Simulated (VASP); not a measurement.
Set up this calculation in VASP 6.6.1, as the native input.

* Task: single point
* Functional: PBE
* Dispersion: D3(BJ)
* Potentials or basis: VASP PAW PBE potentials, release 64 (Ge_d, Cu)
* Cutoff: 520 eV
* k mesh: 9 × 9 × 1
* Occupations: gaussian, width 0.1 eV
* Spin: no spin polarisation
* Dipole correction: yes
* Further INCAR settings: ALGO = Normal; EDIFF = 1e-06; NBANDS = 42

The structure of CuGe4 lies in POSCAR:

```
CuGe4
1.0
    4.0303587907      0.0000000000      0.0000000000
   -2.0151793953      3.4903930991      0.0000000000
    0.0000000000      0.0000000000     21.5984135941
Ge Cu
4 1
Direct
    0.3333333333      0.6666666667      0.1851987871
    0.0000000000      0.0000000000      0.2232892486
    0.0000000000      0.0000000000      0.3443139717
    0.6666666667      0.3333333333      0.3795840634
    0.6666666667      0.3333333333      0.5092232143
```

These files were run (other wordings do the same):

INCAR

```
SYSTEM = CuGe4
ALGO = Normal
DIPOL = 0.5 0.5 0.328
EDIFF = 1E-6
ENCUT = 520
GGA = PE
IDIPOL = 3
ISIF = 2
ISMEAR = 0
IVDW = 12
LASPH = .True.
LCHARG = .False.
LDIPOL = .True.
LREAL = .False.
LWAVE = .False.
NBANDS = 42
NELM = 100
PREC = Accurate
SIGMA = 0.1
```

KPOINTS

```
k-points
0
Gamma
  9 9 1
  0 0 0
```

Potentials or basis: VASP PAW PBE potentials, release 64 (Ge_d, Cu).

Command:

```bash
$ cat potpaw_PBE.64/Ge_d/POTCAR potpaw_PBE.64/Cu/POTCAR > POTCAR
$ mpirun -np 1 vasp_std > vasp.out
```

It gave:

```
Largest force              : 0.932 eV/Å
Dispersion energy per atom : -0.220 eV
```

Run time: 2.7 min on 1 thread of Intel(R) Xeon(R) 6975P-C (Granite Rapids), on a shared host, peak memory 0.45 GiB.
